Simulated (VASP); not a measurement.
Wanted: the native input for a VASP 6.6.1 run.

- Task: single point
- Functional: r2SCAN
- Potentials or basis: VASP PAW PBE potentials, release 64 (Cu)
- Cutoff: 520 eV
- k mesh: 24 × 24 × 6
- Occupations: gaussian, width 0.15 eV
- Spin: no spin polarisation
- Dipole correction: no
- Further INCAR settings: ALGO = Normal; EDIFF = 1e-07; NBANDS = 30

Cu:

```
Cu
1.0
     2.52934    0.00000    0.00000
    -1.26467    2.19047    0.00000
     0.00000    0.00000    7.85074
Cu
4
Direct
  0.00000 0.00000 0.00000
  0.33333 0.66667 0.25000
  0.00000 0.00000 0.50000
  0.66667 0.33333 0.75000
```

This cell differs from its parent crystal: strain +0.000 along x and y, -0.050 along z.

These files were run (other wordings do the same):

POSCAR

```
Cu
1.0
    2.5293395076      0.0000000000      0.0000000000
   -1.2646697538      2.1904722684      0.0000000000
    0.0000000000      0.0000000000      7.8507428620
Cu
4
Direct
    0.0000000000      0.0000000000      0.0000000000
    0.3333333333      0.6666666667      0.2500000000
    0.0000000000      0.0000000000      0.5000000000
    0.6666666667      0.3333333333      0.7500000000
```

INCAR.step1

```
ALGO = Normal ; EDIFF = 1E-4
ENCUT = 520 ; GGA = PE
ISMEAR = 0 ; LASPH = True
LCHARG = False ; LREAL = False
LWAVE = True ; NBANDS = 30
NELM = 60 ; PREC = Accurate
SIGMA = 0.15
```

INCAR.step2

```
ALGO = Normal ; EDIFF = 1E-7
ENCUT = 520 ; ISIF = 2
ISMEAR = 0 ; ISTART = 1
LASPH = True ; LCHARG = False
LMIXTAU = True ; LREAL = False
LWAVE = False ; METAGGA = R2SCAN
NBANDS = 30 ; NELM = 60
PREC = Accurate ; SIGMA = 0.15
```

KPOINTS

```
k-points
0
Gamma
  24 24 6
```

Potentials or basis: VASP PAW PBE potentials, release 64 (Cu).

The run is started by

```bash
$ cat potpaw_PBE.64/Cu/POTCAR > POTCAR
$ cp INCAR.step1 INCAR
$ mpirun -np 1 vasp_std > vasp.out
$ cp INCAR.step2 INCAR
$ mpirun -np 1 vasp_std > vasp.out
```

It gave:

The pressure is 10.8 GPa and the band gap on the k mesh is zero (bands 22 and 23 overlap by 5.30 eV).

Caveat: the cell differs from its parent crystal (strain +0.000 along x and y, -0.050 along z); the cell stands under pressure; the PAW data sets were made with another functional, which shifts forces and pressure a little.

Wall time 15 min on 1 thread of AMD EPYC 9R45 96-Core Processor (Zen 5) (shared host), peak memory 0.31 GiB.
